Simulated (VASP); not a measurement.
Runs of VASP 6.6.1 on BeTe. It takes space group F-43m (No. 216, cubic). The conventional cell has a = 5.657 Å, b = 5.657 Å, c = 5.657 Å, α = 90.00°, β = 90.00°, γ = 90.00°. Within 3.2 Å of Be (site symmetry -43m) lie 4 Te at 2.45 Å. Within 3.2 Å of Te (site symmetry -43m) lie 4 Be at 2.45 Å. 

```csv
level,potentials or basis,k mesh,smearing,grid for exact exchange (PRECFOCK),share of exact exchange,screening parameter,gap on the mesh (eV),pressure (GPa)
PBE-based screened hybrid,"VASP PAW PBE potentials, release 64 (Be, Te)",4 × 4 × 4,gaussian 0.01 eV,Normal,0.3,0.5 1/Å,2.34,-0.2
HSE06,"VASP PAW PBE potentials, release 64 (Be, Te)",4 × 4 × 4,methfessel-paxton 0.001 eV,Normal,-,0.2079 1/Å,2.69,-0.5
PBE-based screened hybrid,"VASP PAW PBE potentials, release 64 (Be, Te)",4 × 4 × 4,gaussian 0.01 eV,Normal,0.2,0.3 1/Å,(b),-0.2
PBE-based screened hybrid,"VASP PAW PBE potentials, release 64 (Be, Te)",4 × 4 × 4,gaussian 0.01 eV,Normal,0.05,0.3 1/Å,2.10,0.5
HSE06,"VASP PAW PBE potentials, release 64 (Be, Te)",4 × 4 × 4,gaussian 0.01 eV,Normal,-,0.2079 1/Å,2.69,-0.5
PBE,"VASP PAW PBE potentials, release 64 (Be, Te)",6 × 6 × 6,gaussian 0.01 eV,-,-,-,(c),(a)
PBE,"VASP PAW PBE potentials, release 64 (Be, Te)",4 × 4 × 4,gaussian 0.01 eV,-,-,-,2.00,0.8
LDA,"VASP PAW LDA potentials, release 64 (Be, Te)",4 × 4 × 4,gaussian 0.01 eV,-,-,-,1.88,-2.5
```

Alike in all rows: task single point; no spin polarisation; cell as given; cutoff (eV) 520.

Task: Estimate the missing entries.

Result: (a) 0.4; (b) 2.41; (c) 2.01.

Caveats: some runs use coarse meshes; spin-orbit coupling is left out, which moves the levels of the heavy elements; the PAW data sets were made with another functional, which shifts forces and pressure a little (some runs).

A k mesh can miss the band edges, and the runs leave out spin-orbit coupling on Te.
